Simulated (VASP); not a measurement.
# GaSb2 (I4/mmm) in VASP: single point with PBE

Aim: the single point of GaSb2 with PBE.

Program: VASP 6.6.1. These are calculated values, not measurements. Logs are shortened: lines on timing, memory, paths and dates and some standing lists are left out, and cuts for length are marked.

## Step 1: The cell of the first run

It takes space group I4/mmm (No. 139, tetragonal). The conventional cell has a = 3.733 Å, b = 3.733 Å, c = 11.159 Å, α = 90.00°, β = 90.00°, γ = 90.00°. Within 4.2 Å of Ga (site symmetry 4/mmm) lie 10 Sb at 3.02 to 4.11 Å and 4 Ga at 3.73 Å. Within 3.9 Å of Sb (site symmetry 4mm) lie 9 Sb at 2.94 to 3.73 Å and 4 Ga at 3.02 Å.

## Step 2: Single point, PBE

Contents of INCAR:

```
  PREC = Accurate
  ENCUT = 520
  EDIFF = 1E-7
  ISMEAR = 0
  SIGMA = 0.1
  LREAL = F
  LASPH = T
  NELM = 60
  ALGO = Fast
  ISIF = 2
  LWAVE = F
  LCHARG = F
  GGA = PE
  NBANDS = 18
```

Contents of KPOINTS:

```
Automatic mesh
0
Gamma
  18 18 18
```

Contents of POSCAR:

```
GaSb2
1.0
   -1.8662756838      1.8662756838      5.5796067807
    1.8662756838     -1.8662756838      5.5796067807
    1.8662756838      1.8662756838     -5.5796067807
Ga Sb
1 2
Direct
    0.0000000000      0.0000000000      0.0000000000
    0.3683472835      0.3683472835      0.0000000000
    0.6316527165      0.6316527165      0.0000000000
```

Potentials or basis: VASP PAW PBE potentials, release 64 (Ga_d, Sb).

Command:

```sh
$ cat potpaw_PBE.64/Ga_d/POTCAR potpaw_PBE.64/Sb/POTCAR > POTCAR
$ mpirun -np 1 vasp_std > vasp.out
```

OUTCAR:

```text
PREC = Accurate
   ENCUT = 520
   EDIFF = 1E-7
   ISMEAR = 0
   LREAL = F
   LASPH = T
   NELM = 60
   ISIF = 2
   GGA = PE

 ion  position               nearest neighbor table
   1  0.000  0.000  0.000-   3 3.02   3 3.02   3 3.02   2 3.02   3 3.02   2 3.02   2 3.02   2 3.02

   2  0.368  0.368  0.000-   3 2.94   1 3.02   1 3.02   1 3.02   1 3.02   3 3.73   3 3.73   3 3.73
                             3 3.73
   3  0.632  0.632  0.000-   2 2.94   1 3.02   1 3.02   1 3.02   1 3.02   2 3.73   2 3.73   2 3.73
                             2 3.73

  LATTYP: Found a body centered tetragonal cell.
 ALAT       =     3.7325513676
 C/A-ratio  =     2.9897012693

  Lattice vectors:

 A1 = (  -1.8662756838,   1.8662756838,   5.5796067807)
 A2 = (   1.8662756838,  -1.8662756838,   5.5796067807)
 A3 = (   1.8662756838,   1.8662756838,  -5.5796067807)

Analysis of symmetry for initial positions (statically):
=====================================================================
 Subroutine PRICEL returns:
 Original cell was already a primitive cell.

 Routine SETGRP: Setting up the symmetry group for a
 body centered tetragonal supercell.

 Subroutine GETGRP returns: Found 16 space group operations
 (whereof 16 operations were pure point group operations)
 out of a pool of 16 trial point group operations.

The static configuration has the point symmetry D_4h.

Analysis of symmetry for dynamics (positions and initial velocities):
=====================================================================
 Subroutine PRICEL returns:
 Original cell was already a primitive cell.

 Routine SETGRP: Setting up the symmetry group for a
 body centered tetragonal supercell.

 Subroutine GETGRP returns: Found 16 space group operations
 (whereof 16 operations were pure point group operations)
 out of a pool of 16 trial point group operations.

The dynamic configuration has the point symmetry D_4h.

 Subroutine INISYM returns: Found 16 space group operations
 (whereof 16 operations are pure point group operations),
 and found     1 'primitive' translations

----------------------------------------------------------------------------------------

                                     Primitive cell

  volume of cell :      77.7347

  direct lattice vectors                    reciprocal lattice vectors
    -1.866275684  1.866275684  5.579606781     0.000000000  0.267913259  0.089612050
     1.866275684 -1.866275684  5.579606781     0.267913259  0.000000000  0.089612050
     1.866275684  1.866275684 -5.579606781     0.267913259  0.267913259  0.000000000

  length of vectors
     6.172356251  6.172356251  6.172356251     0.282502803  0.282502803  0.378886564

  position of ions in fractional coordinates (direct lattice)
     0.000000000  0.000000000  0.000000000
     0.368347284  0.368347284  0.000000000
     0.631652716  0.631652716  0.000000000

  ion indices of the primitive-cell ions
   primitive index   ion index
                 1           1
                 2           2
                 3           3

----------------------------------------------------------------------------------------

 KPOINTS: Automatic mesh

Automatic generation of k-mesh.
 Grid dimensions read from file:
 generate k-points for:   18   18   18

 Generating k-lattice:

  Cartesian coordinates                     Fractional coordinates (reciprocal lattice)
     0.000000000  0.014884070  0.004978447     0.055555556  0.000000000  0.000000000
     0.014884070  0.000000000  0.004978447     0.000000000  0.055555556  0.000000000
     0.014884070  0.014884070  0.000000000     0.000000000  0.000000000  0.055555556

  Length of vectors
     0.015694600  0.015694600  0.021049254

  Shift w.r.t. Gamma in fractional coordinates (k-lattice)
     0.000000000  0.000000000  0.000000000

 Subroutine IBZKPT returns following result:
 ===========================================

 Found    480 irreducible k-points:

 Following reciprocal coordinates:
            Coordinates               Weight
  0.000000  0.000000  0.000000      1.000000
  0.055556  0.000000  0.000000      8.000000
  0.111111  0.000000  0.000000      8.000000
  0.166667  0.000000 -0.000000      8.000000
  0.222222  0.000000 -0.000000      8.000000
  0.277778  0.000000 -0.000000      8.000000
[... 16 lines left out ...]
 -0.277778  0.055556  0.000000     16.000000
 -0.222222  0.055556  0.000000     16.000000
 [... further k-points ...]
   k-points           NKPTS =    480   k-points in BZ     NKDIM =    480   number of bands    NBANDS=     18
   number of dos      NEDOS =    301   number of ions     NIONS =      3
   total plane-waves  NPLWV = 110592
   dimension x,y,z NGX =    48 NGY =   48 NGZ =   48
   dimension x,y,z NGXF=    96 NGYF=   96 NGZF=   96
   ions per type =               1   2
   NGX,Y,Z   is equivalent  to a cutoff of  12.93, 12.93, 12.93 a.u.
   NGXF,Y,Z  is equivalent  to a cutoff of  25.86, 25.86, 25.86 a.u.
 SYSTEM =  unknown system
   PREC   = accura    normal or accurate (medium, high low for compatibility)
   ISTART =      0    job   : 0-new  1-cont  2-samecut
   ICHARG =      2    charge: 1-file 2-atom 10-const
   ISPIN  =      1    spin polarized calculation?
   LNONCOLLINEAR =      F non collinear calculations
   LSORBIT =      F    spin-orbit coupling
   LASPH  =      T    aspherical Exc in radial PAW
   ENCUT  =  520.0 eV  38.22 Ry    6.18 a.u.  11.48 11.48 11.48*2*pi/ulx,y,z
   NELM   =     60;   NELMIN=  2; NELMDL= -5     # of ELM steps
   EDIFF  = 0.1E-06   stopping-criterion for ELM
   LREAL  =      F    real-space projection
   EDIFFG = 0.1E-05   stopping-criterion for IOM
   NSW    =      0    number of steps for IOM
   IBRION =     -1    ionic relax: 0-MD 1-quasi-New 2-CG
   NFREE  =      0    steps in history (QN), initial steepest desc. (CG)
   ISIF   =      2    stress and relaxation
   ISYM   =      2    0-nonsym 1-usesym 2-fastsym
   POTIM  = 0.5000    time-step for ionic-motion
   TEBEG  =    0.0;   TEEND  =   0.0 temperature during run
   PSTRESS=    0.0 pullay stress
   NELECT =      23.0000    total number of electrons
   NUPDOWN=      -1.0000    fix difference up-down
   EMIN   =  10.00;   EMAX   =-10.00  energy-range for DOS
   EFERMI =   0.00;   METHOD = LEGACY
   ISMEAR =     0;   SIGMA  =   0.10  broadening in eV -4-tet -1-fermi 0-gaus
   EFERMI_NEDOS =   21; number of points for ismear=-14 and -15
   IALGO  =     68    algorithm
   IMIX   =      4    mixing-type and parameters
     AMIX     =   0.40;   BMIX     =  1.00
     AMIX_MAG =   1.60;   BMIX_MAG =  1.00
  volume/ion in A,a.u.               =      25.91       174.86
  Fermi-wavevector in a.u.,A,eV,Ry     =   1.090885  2.061474 16.191348  1.190031
  Thomas-Fermi vector in A             =   2.227119
   LORBIT       =      0    0 simple, 1 ext, 2 COOP (PROOUT), +10 PAW based schemes
   GGA     = PE    functional components
   LHFCALC =     F    Hartree Fock is set to
   AEXX    =    0.0000 exact exchange contribution
   IVDW    =     0    specifies the selected vdW correction
   LEPSILON=     F    determine dielectric tensor
   LRPA    =     F    only Hartree local field effects (RPA)
 non-spin polarized calculation
 RMM-DIIS sequential band-by-band and
 Gauss-broadening in eV      SIGMA  =   0.10
  energy-cutoff  :      520.00
  volume of cell :       77.73
 maximum number of plane-waves:      2118
 NGX is ok and might be reduce to    48
   NGX = 23   NGY = 23   NGZ = 23

 number of electron      22.9999996 magnetization

 Free energy of the ion-electron system (eV)
  ---------------------------------------------------
  ext. energy  EPLUGINS =         0.00000000
  ---------------------------------------------------
  free energy    TOTEN  =       -10.75869821 eV

  energy without entropy =      -10.75302337  energy(sigma->0) =      -10.75586079

 E-fermi :   6.8627     XC(G=0): -10.0539

 val. band max:        6.8619360250   @ k =  -0.2222   0.4444   0.2222
 cond. band min:       6.8660180850   @ k =  -0.3333  -0.3333   0.2778
 fundamental gap:      0.0040820600
 Fermi energy:         6.8627156055

 k-point     1 :       0.0000    0.0000    0.0000
  band No.  band energies     occupation
      1      -7.9977      2.00000
      2      -7.9860      2.00000
      3      -7.9746      2.00000
      4      -7.9728      2.00000
      5      -7.9728      2.00000
      6      -5.4003      2.00000
[... 10 lines left out ...]
     17      13.5489      0.00000
     18      14.5462      0.00000

 k-point     2 :       0.0556    0.0000    0.0000
  band No.  band energies     occupation
      1      -7.9969      2.00000
      2      -7.9852      2.00000
      3      -7.9752      2.00000
      4      -7.9738      2.00000
      5      -7.9726      2.00000
      6      -5.3675      2.00000
[... 10 lines left out ...]
     17      13.4724      0.00000
     18      14.3488      0.00000

 k-point     3 :       0.1111    0.0000    0.0000
  band No.  band energies     occupation
      1      -7.9948      2.00000
      2      -7.9825      2.00000
      3      -7.9770      2.00000
      4      -7.9768      2.00000
      5      -7.9722      2.00000
      6      -5.2692      2.00000
[... 10 lines left out ...]
     17      13.3910      0.00000
     18      13.8602      0.00000

 k-point     4 :       0.1667    0.0000   -0.0000
  band No.  band energies     occupation
      1      -7.9923      2.00000
      2      -7.9813      2.00000
      3      -7.9798      2.00000
      4      -7.9776      2.00000
      5      -7.9715      2.00000
      6      -5.1072      2.00000
[... 10 lines left out ...]
     17      13.2269      0.00000
     18      13.4619      0.00000

 k-point     5 :       0.2222    0.0000   -0.0000
  band No.  band energies     occupation
      1      -7.9901      2.00000
      2      -7.9868      2.00000
      3      -7.9832      2.00000
      4      -7.9709      2.00000
      5      -7.9707      2.00000
      6      -4.8850      2.00000
[... 10 lines left out ...]
     17      12.6739      0.00000
     18      13.8674      0.00000

 k-point     6 :       0.2778    0.0000   -0.0000
  band No.  band energies     occupation
      1      -7.9927      2.00000
      2      -7.9882      2.00000
      3      -7.9869      2.00000
      4      -7.9698      2.00000
      5      -7.9636      2.00000
      6      -4.6094      2.00000
[... 10 lines left out ...]
     17      12.3842      0.00000
     18      14.6408      0.00000

 k-point     7 :       0.3333    0.0000   -0.0000
  band No.  band energies     occupation
      1      -7.9982      2.00000
      2      -7.9903      2.00000
      3      -7.9866      2.00000
      4      -7.9690      2.00000
      5      -7.9566      2.00000
      6      -4.2944      2.00000
[... 10 lines left out ...]
     17      12.1486      0.00000
     18      14.4507      0.00000

 k-point     8 :       0.3889    0.0000    0.0000
  band No.  band energies     occupation
      1      -8.0027      2.00000
      2      -7.9931      2.00000
      3      -7.9854      2.00000
      4      -7.9683      2.00000
      5      -7.9509      2.00000
      6      -3.9691      2.00000
[... 10 lines left out ...]
     17      12.2222      0.00000
     18      14.1619      0.00000
[... 229 lines left out ...]
     17      12.3420      0.00000
     18      13.8828      0.00000

 k-point    20 :      -0.4444    0.0556    0.0000
  band No.  band energies     occupation
      1      -8.0052      2.00000
      2      -7.9970      2.00000
      3      -7.9833      2.00000
      4      -7.9686      2.00000
      5      -7.9471      2.00000
      6      -3.6858      2.00000
[... 10 lines left out ...]
     17      12.3060      0.00000
     18      13.9871      0.00000

 k-point    21 :      -0.3889    0.0556    0.0000
  band No.  band energies     occupation
      1      -8.0023      2.00000
      2      -7.9952      2.00000
      3      -7.9840      2.00000
      4      -7.9690      2.00000
      5      -7.9508      2.00000
      6      -3.9668      2.00000
[... 10 lines left out ...]
     17      12.2712      0.00000
     18      14.2569      0.00000

 k-point    22 :      -0.3333    0.0556    0.0000
  band No.  band energies     occupation
      1      -7.9978      2.00000
      2      -7.9923      2.00000
      3      -7.9851      2.00000
      4      -7.9697      2.00000
      5      -7.9564      2.00000
      6      -4.2921      2.00000
[... 10 lines left out ...]
     17      12.3910      0.00000
     18      14.6452      0.00000

 k-point    23 :      -0.2778    0.0556    0.0000
  band No.  band energies     occupation
      1      -7.9924      2.00000
      2      -7.9892      2.00000
      3      -7.9862      2.00000
      4      -7.9706      2.00000
      5      -7.9633      2.00000
      6      -4.6039      2.00000
[... 10 lines left out ...]
     17      12.6955      0.00000
     18      14.8493      0.00000

 k-point    24 :      -0.2222    0.0556    0.0000
  band No.  band energies     occupation
      1      -7.9890      2.00000
      2      -7.9866      2.00000
      3      -7.9845      2.00000
      4      -7.9715      2.00000
      5      -7.9705      2.00000
      6      -4.8749      2.00000
[... 10 lines left out ...]
     17      13.0186      0.00000
     18      13.9891      0.00000

 [... further k-points ...]

------------------------ aborting loop because EDIFF is reached ----------------------------------------

  FORCE on cell =-STRESS in cart. coord.  units (eV):
  Direction    XX          YY          ZZ          XY          YZ          ZX
  --------------------------------------------------------------------------------------
  -------------------------------------------------------------------------------------
  Total       -0.0053898     -0.0053898      0.0376722      0.0000000      0.0000000      0.0000000
  in kB       -0.1110879     -0.1110879      0.7764556      0.0000000      0.0000000      0.0000000
  external PRESSURE =       0.1847600 kB  Pullay stress =       0.0000000 kB

 VOLUME and BASIS-vectors are now :
 -----------------------------------------------------------------------------
  energy-cutoff  :      520.00
  volume of cell :       77.73
      direct lattice vectors                 reciprocal lattice vectors
    -1.866275684  1.866275684  5.579606781     0.000000000  0.267913259  0.089612050
     1.866275684 -1.866275684  5.579606781     0.267913259  0.000000000  0.089612050
     1.866275684  1.866275684 -5.579606781     0.267913259  0.267913259  0.000000000

 POSITION                                       TOTAL-FORCE (eV/Angst)
 -----------------------------------------------------------------------------------
      0.00000      0.00000      0.00000        -0.000000     -0.000000      0.000000
      0.00000      0.00000      4.11047         0.000000      0.000000     -0.023577
      0.00000      0.00000      7.04875         0.000000      0.000000      0.023577
 -----------------------------------------------------------------------------------
    total drift:                                0.000000     -0.000000     -0.000000

  FREE ENERGIE OF THE ION-ELECTRON SYSTEM (eV)
  ---------------------------------------------------
  free  energy   TOTEN  =       -10.7586982148 eV

  energy  without entropy=      -10.7530233714  energy(sigma->0) =      -10.75586079
```

Wall time 49 min (1 thread of Oxide Virtual Turin-like, shared host); peak memory 0.81 GiB.

Results:

```
Free energy            : -10.7587 eV
Pressure               : 0.0 GPa
Largest force          : 0.024 eV/Å
Band gap on the k mesh : zero (an odd number of electrons rules out a gap without spin polarisation)
```

Forces on the atoms (eV/Å):
```
Ga   0.000  0.000  0.000
Sb   0.000  0.000 -0.024
Sb   0.000  0.000  0.024
```

Caveat: spin-orbit coupling is left out, which moves the levels of the heavy elements; an odd number of electrons without spin polarisation forces a metal; a magnetic or distorted state may lie lower.
